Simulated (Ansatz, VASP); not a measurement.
# PdPt2 in VASP and in Ansatz

File INCAR:

```
ALGO     = Normal         # electronic algorithm
EDIFF    = 1E-7           # SCF threshold, eV
EDIFFG   = -0.01          # ionic threshold
ENCUT    = 500            # plane-wave cutoff, eV
GGA      = PE             # functional
GGA_COMPAT= F            
IBRION   = 2              # ionic algorithm
ISIF     = 3              # what is computed and relaxed
ISMEAR   = 0              # smearing method
LASPH    = T              # aspherical terms in the spheres
LCHARG   = F              # write CHGCAR
LREAL    = F              # projectors in reciprocal space
LWAVE    = F              # write WAVECAR
NELM     = 120            # most SCF steps
NELMIN   = 4            
NSW      = 100            # ionic steps
PREC     = Accurate       # precision mode
SIGMA    = 0.1            # smearing width, eV
```

File KPOINTS:

```
k-points
0
Gamma
  12 12 18
```

The input POSCAR:

```
PdPt2
1.0
    4.6566805855      0.0000000000      0.0000000000
   -2.3283402927      4.0328036843      0.0000000000
    0.0000000000      0.0000000000      2.6775574574
Pd Pt
1 2
Direct
    0.0000000000      0.0000000000      0.0000000000
    0.3333333333      0.6666666667      0.0000000000
    0.6666666667      0.3333333333      0.0000000000
```

Input for Ansatz:

```yaml
crystal:
  lattice:
    - [4.6566805855, 0.0, 0.0]
    - [-2.3283402927, 4.0328036843, 0.0]
    - [0.0, 0.0, 2.6775574574]
  atoms:
    - { symbol: Pd, position: [0.0, 0.0, 0.0] }
    - { symbol: Pt, position: [0.3333333333, 0.6666666667, 0.0] }
    - { symbol: Pt, position: [0.6666666667, 0.3333333333, 0.0] }
basis:
  ecutwfc: 420
kpoints:
  mp_grid: { grid: [12, 12, 18] }
hamiltonian:
  xc: pbe
scf:
  occupations: { method: gaussian, width: 0.1 }
output:
  forces: true
  stress: true
  eigenvalues: true
relax:
  adjacent_minimum: "off"
  f_tol: 0.01
  max_steps: 80
  cell: { stress_tol: 0.05 }
```

Alike in both runs: task relaxation of cell and atoms; functional PBE; k mesh 12 × 12 × 18; occupations gaussian, width 0.1 eV; no spin polarisation.

|  | VASP | Ansatz |
| --- | --- | --- |
| version | VASP 6.6.1 | Ansatz 0.2.0 |
| potentials or method | VASP PAW PBE potentials, release 64 (Pd, Pt), cutoff 500 eV | scalar-relativistic, plane waves, PAW |
| valence electrons in the cell | 30 | 54 |

|  | VASP | Ansatz | Ansatz less VASP |
| --- | --- | --- | --- |
| gap on the k mesh at the Fermi level, each at its own relaxed structure (eV) | none | none | - |
| relaxed volume (Å³/atom) | 16.69 | 16.73 | +0.038 |
| relaxed cell length with the largest relative difference (Å) | 2.668 | 2.671 | +0.0030 |

A gap of «none» marks a metal or a gap that the smearing closes. VASP's potentials hold 30 valence electrons a cell and Ansatz's 54, so a difference there can come from the potentials and not from the codes.

Spin-orbit coupling is off throughout.
